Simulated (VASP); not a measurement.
# BaTe (Pm-3m) in VASP: notebook

The runs below take BaTe through single point, with BLYP, r2SCAN.

Program: VASP 6.6.1. These are calculated values, not measurements. Logs are shortened: lines on timing, memory, paths and dates and some standing lists are left out, and cuts for length are marked.

## (1) The cell of the first run

The structure is cubic, space group Pm-3m (No. 221). The conventional cell has a = 4.262 Å, b = 4.262 Å, c = 4.262 Å, α = 90.00°, β = 90.00°, γ = 90.00°. Within 4.8 Å of Ba (site symmetry m-3m) lie 8 Te at 3.69 Å and 6 Ba at 4.26 Å. Within 4.8 Å of Te (site symmetry m-3m) lie 8 Ba at 3.69 Å and 6 Te at 4.26 Å.

## (2) Single point, BLYP

The input, INCAR:

```
SYSTEM = BaTe
PREC = Accurate
ENCUT = 520
EDIFF = 1E-6
ISMEAR = 0
SIGMA = 0.01
LREAL = .False.
LASPH = .True.
NELM = 80
ALGO = Normal
ISIF = 2
LWAVE = .False.
LCHARG = .False.
GGA = B5
ALDAX = 1.0
AGGAX = 1.0
AGGAC = 1.0
ALDAC = 0.0
NBANDS = 15
```

The input, KPOINTS:

```
Automatic mesh
0
Gamma
  4 4 4
  0 0 0
```

The input, POSCAR:

```
BaTe
1.0
    4.2624660000      0.0000000000      0.0000000000
    0.0000000000      4.2624660000      0.0000000000
    0.0000000000      0.0000000000      4.2624660000
Ba Te
1 1
Direct
    0.0000000000      0.0000000000      0.0000000000
    0.5000000000      0.5000000000      0.5000000000
```

Potentials or basis: VASP PAW PBE potentials, release 64 (Ba_sv, Te).

Run with:

```bash
cat potpaw_PBE.64/Ba_sv/POTCAR potpaw_PBE.64/Te/POTCAR > POTCAR
mpirun -np 1 vasp_std > vasp.out
```

OUTCAR:

```text
SYSTEM = BaTe
   PREC = Accurate
   ENCUT = 520
   EDIFF = 1E-6
   ISMEAR = 0
   LREAL = .False.
   LASPH = .True.
   NELM = 80
   ISIF = 2
   GGA = B5

 ion  position               nearest neighbor table
   1  0.000  0.000  0.000-   2 3.69   2 3.69   2 3.69   2 3.69   2 3.69   2 3.69   2 3.69   2 3.69

   2  0.500  0.500  0.500-   1 3.69   1 3.69   1 3.69   1 3.69   1 3.69   1 3.69   1 3.69   1 3.69

  LATTYP: Found a simple cubic cell.
 ALAT       =     4.2624660000

  Lattice vectors:

 A1 = (   4.2624660000,   0.0000000000,   0.0000000000)
 A2 = (   0.0000000000,   4.2624660000,   0.0000000000)
 A3 = (   0.0000000000,   0.0000000000,   4.2624660000)

Analysis of symmetry for initial positions (statically):
=====================================================================
 Subroutine PRICEL returns:
 Original cell was already a primitive cell.

 Routine SETGRP: Setting up the symmetry group for a
 simple cubic supercell.

 Subroutine GETGRP returns: Found 48 space group operations
 (whereof 48 operations were pure point group operations)
 out of a pool of 48 trial point group operations.

The static configuration has the point symmetry O_h .

Analysis of symmetry for dynamics (positions and initial velocities):
=====================================================================
 Subroutine PRICEL returns:
 Original cell was already a primitive cell.

 Routine SETGRP: Setting up the symmetry group for a
 simple cubic supercell.

 Subroutine GETGRP returns: Found 48 space group operations
 (whereof 48 operations were pure point group operations)
 out of a pool of 48 trial point group operations.

The dynamic configuration has the point symmetry O_h .

 Subroutine INISYM returns: Found 48 space group operations
 (whereof 48 operations are pure point group operations),
 and found     1 'primitive' translations

----------------------------------------------------------------------------------------

                                     Primitive cell

  volume of cell :      77.4431

  direct lattice vectors                    reciprocal lattice vectors
     4.262466000  0.000000000  0.000000000     0.234605977  0.000000000  0.000000000
     0.000000000  4.262466000  0.000000000     0.000000000  0.234605977  0.000000000
     0.000000000  0.000000000  4.262466000     0.000000000  0.000000000  0.234605977

  length of vectors
     4.262466000  4.262466000  4.262466000     0.234605977  0.234605977  0.234605977

  position of ions in fractional coordinates (direct lattice)
     0.000000000  0.000000000  0.000000000
     0.500000000  0.500000000  0.500000000

  ion indices of the primitive-cell ions
   primitive index   ion index
                 1           1
[... 72 lines left out ...]
   EFERMI =   0.00;   METHOD = LEGACY
   ISMEAR =     0;   SIGMA  =   0.01  broadening in eV -4-tet -1-fermi 0-gaus
   EFERMI_NEDOS =   21; number of points for ismear=-14 and -15
   IALGO  =     38    algorithm
   IMIX   =      4    mixing-type and parameters
     AMIX     =   0.40;   BMIX     =  1.00
     AMIX_MAG =   1.60;   BMIX_MAG =  1.00
  volume/ion in A,a.u.               =      38.72       261.31
  Fermi-wavevector in a.u.,A,eV,Ry     =   0.967804  1.828884 12.743813  0.936644
  Thomas-Fermi vector in A             =   2.097720
   LORBIT       =      0    0 simple, 1 ext, 2 COOP (PROOUT), +10 PAW based schemes
   GGA     = B5    functional components
   LHFCALC =     F    Hartree Fock is set to
   AEXX    =    0.0000 exact exchange contribution
   IVDW    =     0    specifies the selected vdW correction
   LEPSILON=     F    determine dielectric tensor
   LRPA    =     F    only Hartree local field effects (RPA)
 non-spin polarized calculation
 Gauss-broadening in eV      SIGMA  =   0.01
  energy-cutoff  :      520.00
  volume of cell :       77.44
 maximum number of plane-waves:      2176
 NGX is ok and might be reduce to    32
   NGX = 15   NGY = 15   NGZ = 15

 number of electron      16.0000000 magnetization

 Free energy of the ion-electron system (eV)
  ---------------------------------------------------
  ext. energy  EPLUGINS =         0.00000000
  ---------------------------------------------------
  free energy    TOTEN  =        -7.10593367 eV

  energy without entropy =       -7.10593367  energy(sigma->0) =       -7.10593367

 E-fermi :   4.3872     XC(G=0):  -8.2190

 val. band max:        4.2623469436   @ k =   0.5000   0.5000   0.0000
 cond. band min:       5.1501055158   @ k =   0.0000   0.0000   0.0000
 fundamental gap:      0.8877585722
 Fermi energy:         4.3872196336

 k-point     1 :       0.0000    0.0000    0.0000
  band No.  band energies     occupation
      1     -23.9738      2.00000
      2      -9.0408      2.00000
      3      -9.0408      2.00000
      4      -9.0408      2.00000
      5      -6.0706      2.00000
      6       3.9053      2.00000
      7       3.9053      2.00000
      8       3.9053      2.00000
      9       5.1501      0.00000
     10       5.1501      0.00000
     11       6.8318      0.00000
     12       8.6910      0.00000
     13       8.6910      0.00000
     14       8.6910      0.00000
[... 149 lines left out ...]
      2      -9.2985      2.00000
      3      -9.2985      2.00000
      4      -9.2985      2.00000
      5      -5.1672      2.00000
      6       1.4354      2.00000
      7       1.4355      2.00000
      8       1.4355      2.00000
      9       9.2405      0.00000
     10       9.2405      0.00000
     11       9.2405      0.00000
     12      10.4005      0.00000
     13      10.4201      0.00000
     14      10.4205      0.00000
     15      10.4205      0.00000

------------------------ aborting loop because EDIFF is reached ----------------------------------------

  FORCE on cell =-STRESS in cart. coord.  units (eV):
  Direction    XX          YY          ZZ          XY          YZ          ZX
  --------------------------------------------------------------------------------------
  -------------------------------------------------------------------------------------
  Total        1.1942270      1.1942270      1.1942270      0.0000000      0.0000000      0.0000000
  in kB       24.7066965     24.7066965     24.7066965      0.0000000      0.0000000      0.0000000
  external PRESSURE =      24.7066965 kB  Pullay stress =       0.0000000 kB

 VOLUME and BASIS-vectors are now :
 -----------------------------------------------------------------------------
  energy-cutoff  :      520.00
  volume of cell :       77.44
      direct lattice vectors                 reciprocal lattice vectors
     4.262466000  0.000000000  0.000000000     0.234605977  0.000000000  0.000000000
     0.000000000  4.262466000  0.000000000     0.000000000  0.234605977  0.000000000
     0.000000000  0.000000000  4.262466000     0.000000000  0.000000000  0.234605977

 POSITION                                       TOTAL-FORCE (eV/Angst)
 -----------------------------------------------------------------------------------
      0.00000      0.00000      0.00000         0.000000      0.000000      0.000000
      2.13123      2.13123      2.13123         0.000000      0.000000      0.000000
 -----------------------------------------------------------------------------------
    total drift:                               -0.000000     -0.000000     -0.000000

  FREE ENERGIE OF THE ION-ELECTRON SYSTEM (eV)
  ---------------------------------------------------
  free  energy   TOTEN  =        -7.1059336708 eV

  energy  without entropy=       -7.1059336708  energy(sigma->0) =       -7.10593367
```

OSZICAR:

```text
N       E                     dE             d eps       ncg     rms          rms(c)
DAV:   1     0.825748780129E+02    0.82575E+02   -0.62852E+03   300   0.893E+02
DAV:   2    -0.219545474276E+01   -0.84770E+02   -0.77862E+02   405   0.155E+02
DAV:   3    -0.715236370619E+01   -0.49569E+01   -0.49129E+01   400   0.398E+01
DAV:   4    -0.727305251054E+01   -0.12069E+00   -0.12066E+00   373   0.625E+00
DAV:   5    -0.727669857127E+01   -0.36461E-02   -0.36460E-02   437   0.897E-01    0.379E+00
DAV:   6    -0.709953853699E+01    0.17716E+00   -0.19534E-01   349   0.253E+00    0.243E+00
DAV:   7    -0.709877469879E+01    0.76384E-03   -0.14799E-01   391   0.232E+00    0.920E-01
DAV:   8    -0.710603814953E+01   -0.72635E-02   -0.25595E-02   314   0.101E+00    0.233E-01
DAV:   9    -0.710593513922E+01    0.10301E-03   -0.23748E-03   314   0.274E-01    0.112E-01
DAV:  10    -0.710592743125E+01    0.77080E-05   -0.50629E-04   300   0.169E-01    0.257E-02
DAV:  11    -0.710593289079E+01   -0.54595E-05   -0.98860E-05   399   0.583E-02    0.289E-02
DAV:  12    -0.710593367081E+01   -0.78002E-06   -0.88682E-06   335   0.141E-02
   1 F= -.71059337E+01 E0= -.71059337E+01  d E =-.503510E-71
```

stdout:

```text
POSCAR found type information on POSCAR BaTe
 POSCAR found :  2 types and       2 ions
 scaLAPACK will be used
 -----------------------------------------------------------------------------
|                                                                             |
|                                                                             |
|     You enforced a specific xc type in the INCAR file but a different       |
|     I HOPE YOU KNOW WHAT YOU ARE DOING!                                     |
|                                                                             |
 -----------------------------------------------------------------------------

 LDA part: xc-table for (Slater(with rela. corr.)+VWN5), standard interpolation
 POSCAR, INCAR and KPOINTS ok, starting setup
 FFT: planning ... GRIDC
 FFT: planning ... GRID_SOFT
 FFT: planning ... GRID
 WAVECAR not read
 entering main loop
```

It took 17 s on 1 thread of AMD EPYC 7R13 (Zen 3), shared host; peak memory 0.15 GiB.

Results:

- Free energy: -7.1059 eV
- Pressure: 2.5 GPa
- Band gap on the k mesh: 0.89 eV, indirect (least direct gap 1.11 eV)

Levels at points of the mesh, in eV from the valence-band top:
| k point | band 6 | band 7 | band 8 | band 9 | band 10 | band 11 |
| --- | --- | --- | --- | --- | --- | --- |
| (0.00, 0.00, 0.00) | -0.36 | -0.36 | -0.36 | 0.89 | 0.89 | 2.57 |
| (0.50, 0.00, 0.00) | -3.27 | -0.86 | -0.86 | 1.63 | 4.80 | 4.84 |
| (0.50, 0.50, 0.00) | -1.97 | -1.97 | 0.00 | 1.11 | 2.58 | 2.89 |
| (0.50, 0.50, 0.50) | -2.83 | -2.83 | -2.83 | 4.98 | 4.98 | 4.98 |

Caveat: the PAW data sets were made with another functional, which shifts forces and pressure a little; spin-orbit coupling is left out, which moves the levels of the heavy elements. A k mesh can miss the band edges.

## (3) Single point, r2SCAN

POSCAR is that of step 2.

The input, INCAR.step1:

```
SYSTEM = BaTe
ALGO     = Normal         ! electronic algorithm
EDIFF    = 1E-4           ! SCF threshold, eV
ENCUT    = 520            ! plane-wave cutoff, eV
GGA      = PE             ! functional
ISMEAR   = 0              ! smearing method
LASPH    = .TRUE.         ! aspherical terms in the spheres
LCHARG   = .FALSE.        ! write CHGCAR
LREAL    = .FALSE.        ! projectors in reciprocal space
LWAVE    = .TRUE.         ! write WAVECAR
NBANDS   = 15             ! bands
NELM     = 80             ! most SCF steps
PREC     = Accurate       ! precision mode
SIGMA    = 0.01           ! smearing width, eV
```

The input, INCAR.step2:

```
SYSTEM = BaTe
ALGO     = Normal         ! electronic algorithm
EDIFF    = 1E-7           ! SCF threshold, eV
ENCUT    = 520            ! plane-wave cutoff, eV
ISIF     = 2              ! what is computed and relaxed
ISMEAR   = 0              ! smearing method
ISTART   = 1            
LASPH    = .TRUE.         ! aspherical terms in the spheres
LCHARG   = .FALSE.        ! write CHGCAR
LMIXTAU  = .TRUE.       
LREAL    = .FALSE.        ! projectors in reciprocal space
LWAVE    = .FALSE.        ! write WAVECAR
METAGGA  = R2SCAN         ! meta-GGA
NBANDS   = 15             ! bands
NELM     = 80             ! most SCF steps
PREC     = Accurate       ! precision mode
SIGMA    = 0.01           ! smearing width, eV
```

The input, KPOINTS:

```
k-points
0
G
  4 4 4
  0 0 0
```

Potentials or basis: VASP PAW PBE potentials, release 64 (Ba_sv, Te).

Run with:

```bash
cat potpaw_PBE.64/Ba_sv/POTCAR potpaw_PBE.64/Te/POTCAR > POTCAR
cp INCAR.step1 INCAR
mpirun -np 1 vasp_std > vasp.out
cp INCAR.step2 INCAR
mpirun -np 1 vasp_std > vasp.out
```

Run time: 39 s. Hardware: 1 thread of AMD EPYC 7R13 (Zen 3), shared host; peak memory 0.16 GiB.

Results (log left out):

```
Free energy            : -55.6472 eV
Pressure               : 0.1 GPa
Band gap on the k mesh : 1.12 eV, indirect (least direct gap 1.38 eV)
```

Levels at points of the mesh, in eV from the valence-band top:
```tsv
k point	band 6	band 7	band 8	band 9	band 10	band 11
(0.00, 0.00, 0.00)	-0.38	-0.38	-0.38	1.12	1.12	3.13
(0.50, 0.00, 0.00)	-3.39	-0.86	-0.86	1.94	5.32	5.33
(0.50, 0.50, 0.00)	-2.09	-2.09	0.00	1.38	3.02	3.30
(0.50, 0.50, 0.50)	-2.94	-2.94	-2.94	5.22	5.22	5.22
```

Caveat: the PAW data sets were made with another functional, which shifts forces and pressure a little; spin-orbit coupling is left out, which moves the levels of the heavy elements. r2SCAN opens gaps a little over a GGA but as a rule still falls short of measured ones.
